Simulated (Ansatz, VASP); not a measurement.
**One calculation of Y, two programs**

```
CELL_PARAMETERS angstrom
3.53927 0.00000 0.00000
-1.76964 3.06510 0.00000
0.00000 0.00000 5.52483
ATOMIC_POSITIONS crystal
Y 0.33333 0.66667 0.25000
Y 0.66667 0.33333 0.75000
```

Alike in both runs: task single point; functional LDA; k mesh 10 × 10 × 6; occupations fermi-dirac, width 0.2 eV; no spin polarisation.

|  | VASP | Ansatz |
| --- | --- | --- |
| version | VASP 6.6.1 | Ansatz 0.2.0 |
| potentials or method | VASP PAW LDA potentials, release 64 (Y_sv), cutoff 520 eV | plane waves (420 eV) with PAW, scalar-relativistic |
| valence electrons in the cell | 22 | 22 |

|  | VASP | Ansatz | Ansatz less VASP |
| --- | --- | --- | --- |
| pressure (GPa) | 0.2 | 0.3 | +0.13 |
| traceless stress, the component that is largest in VASP (GPa) | 0.34 | 0.33 | -0.012 |

Ansatz warns that its potentials were made for another functional, while VASP's fit it. LDA's correlation is that of Perdew and Zunger in VASP and of Perdew and Wang (1992) in Ansatz.
